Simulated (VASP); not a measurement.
Set up this calculation in VASP 6.6.1, as the native input.

```
Task                   : relaxation of cell and atoms
Functional             : PBEsol
Potentials or basis    : VASP PAW PBE potentials, release 64 (Be)
Cutoff                 : 600 eV
k mesh                 : 28 × 28 × 28
Occupations            : fermi-dirac, width 0.05 eV
Spin                   : no spin polarisation
Target pressure        : 470 GPa
Dipole correction      : no
Further INCAR settings : ALGO = Normal; EDIFF = 1e-06; IBRION = 2; EDIFFG = -0.005; NSW = 32; ISIF = 3
```

The structure of Be lies in POSCAR:

```
Be
1.0
    0.0000000000      1.1722168642      1.1722168642
    1.1722168642      0.0000000000      1.1722168642
    1.1722168642      1.1722168642      0.0000000000
Be
1
Direct
    0.0000000000      0.0000000000      0.0000000000
```

This isn't the form of Be at room conditions, which is hcp.

These files were run (other wordings do the same):

INCAR

```
PREC = Accurate
ENCUT = 600
EDIFF = 1E-6
ISMEAR = -1
SIGMA = 0.05
LREAL = False
LASPH = True
NELM = 80
ALGO = Normal
ISIF = 3
LWAVE = False
LCHARG = False
GGA = PS
IBRION = 2
NSW = 32
EDIFFG = -0.005
PSTRESS = 4700.0
```

KPOINTS

```
Automatic mesh
0
Gamma
  28 28 28
```

Potentials or basis: VASP PAW PBE potentials, release 64 (Be).

The run is started by

```console
$ cat potpaw_PBE.64/Be/POTCAR > POTCAR
$ mpirun -np 1 vasp_std > vasp.out
```

Results of the run:

The relaxed volume is 3.24 Å³/atom, the relaxed cell is a = 1.660 Å, b = 1.660 Å, c = 1.660 Å, α = 60.00°, β = 60.00°, γ = 60.00° and the space group after relaxing (to 0.1 Å) is Fm-3m (No. 225). The energy change on relaxing (the run minimises the enthalpy) is -43.0 meV/atom. The ionic steps are 3, the pressure after relaxing is 470.0 GPa and the band gap on the k mesh is zero (bands 1 and 2 overlap by 2.31 eV).

Caveat: the cell is relaxed towards a set pressure, so the run minimises the enthalpy, not the energy; the PAW data sets were made with another functional, which shifts forces and pressure a little.

It took 17 s on 1 thread of Intel Xeon 8259CL (shared host), peak memory 0.12 GiB.
